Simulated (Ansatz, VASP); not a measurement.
**Al: VASP beside Ansatz**

```xyz
2
Lattice="2.8495 0.0000 0.0000 -1.4247 2.4677 0.0000 0.0000 0.0000 4.9309" Properties=species:S:1:pos:R:3 pbc="T T T"
Al    0.0000    1.6451    1.2327
Al    1.4247    0.8226    3.6982
```

Change from the starting cell: volume scaled by 1.04.

Alike in both runs: task single point; functional LDA; k mesh 11 × 11 × 6; occupations fermi-dirac, width 0.05 eV; no spin polarisation.

|  | VASP | Ansatz |
| --- | --- | --- |
| version | VASP 6.6.1 | Ansatz 0.2.0 |
| potentials or method | VASP PAW LDA potentials, release 64 (Al), cutoff 520 eV | all-electron LAPW, scalar-relativistic |

VASP gave:

| Property | Result |
| --- | --- |
| gap on the k mesh at the Fermi level (eV) | none |
| pressure (GPa) | -5.4 |
| traceless stress, the component that is largest in VASP (GPa) | -2.17 |

Q: What did Ansatz give for the same quantities?

A: gap on the k mesh at the Fermi level (eV): none; pressure (GPa): -5.4; traceless stress, the component that is largest in VASP (GPa): -2.16.

LDA's correlation is that of Perdew and Zunger in VASP and of Perdew and Wang (1992) in Ansatz. A gap of «none» marks a metal or a gap that the smearing closes. Ansatz ran all-electron here, and VASP with PAW potentials.
